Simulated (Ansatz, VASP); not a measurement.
GeBr: VASP beside Ansatz

```
Ge Br
1.0
     3.49564    0.00000    0.00000
    -1.74782    3.02731    0.00000
     0.00000    0.00000    5.22296
Ge Br
1 1
Direct
  0.00000 0.00000 0.00000
  0.00000 0.00000 0.50000
```

Alike in both runs: task relaxation of cell and atoms; functional PBE; k mesh 18 × 18 × 12; occupations gaussian, width 0.1 eV; no spin polarisation.

|  | VASP | Ansatz |
| --- | --- | --- |
| version | VASP 6.6.1 | Ansatz 0.2.0 |
| potentials or method | VASP PAW PBE potentials, release 64 (Ge_d, Br), cutoff 600 eV | scalar-relativistic, plane waves, PAW |
| valence electrons in the cell | 21 | 21 |

|  | VASP | Ansatz | Ansatz less VASP |
| --- | --- | --- | --- |
| gap on the k mesh at the Fermi level, each at its own relaxed structure (eV) | none | none | - |
| relaxed volume (Å³/atom) | 27.76 | 27.72 | -0.047 |
| relaxed cell length with the largest relative difference (Å) | 5.229 | 5.224 | -0.0054 |

A gap of «none» marks a metal or a gap that the smearing closes.
